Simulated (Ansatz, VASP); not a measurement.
# Ta3P3N: VASP beside Ansatz

```
Ta P N
1.0
     4.84217    0.00000    0.00000
     0.00000    4.84217    0.00000
     0.00000    0.00000    4.84217
Ta P N
3 3 1
Cartesian
  2.4211 0.0000 0.0000
  0.0000 2.4211 0.0000
  0.0000 0.0000 2.4211
  0.0000 2.4211 2.4211
  2.4211 0.0000 2.4211
  2.4211 2.4211 0.0000
  0.0000 0.0000 0.0000
```

Change from the starting cell: species swapped into the Ca3AsBr3 type (Pm-3m, No. 221).

Alike in both runs: functional PBE; k mesh 8 × 8 × 8; occupations gaussian, width 0.1 eV; no spin polarisation.

Ansatz relaxed the structure, and its values are those at the end. VASP's run is a single point on that final structure, the one shown.

```csv
,VASP,Ansatz
version,VASP 6.6.1,Ansatz 0.2.0
potentials or method,"VASP PAW PBE potentials, release 64 (Ta_pv, P, N), cutoff 520 eV","scalar-relativistic, plane waves, PAW"
valence electrons in the cell,53,59
```

```tsv
	VASP	Ansatz	Ansatz less VASP
gap on the k mesh at the Fermi level (eV)	none	none	-
pressure (GPa)	0.1	0.0	-0.11
```

A gap of «none» marks a metal or a gap that the smearing closes. VASP's potentials hold 53 valence electrons a cell and Ansatz's 59, so a difference there can come from the potentials and not from the codes.

Spin-orbit coupling is off throughout.
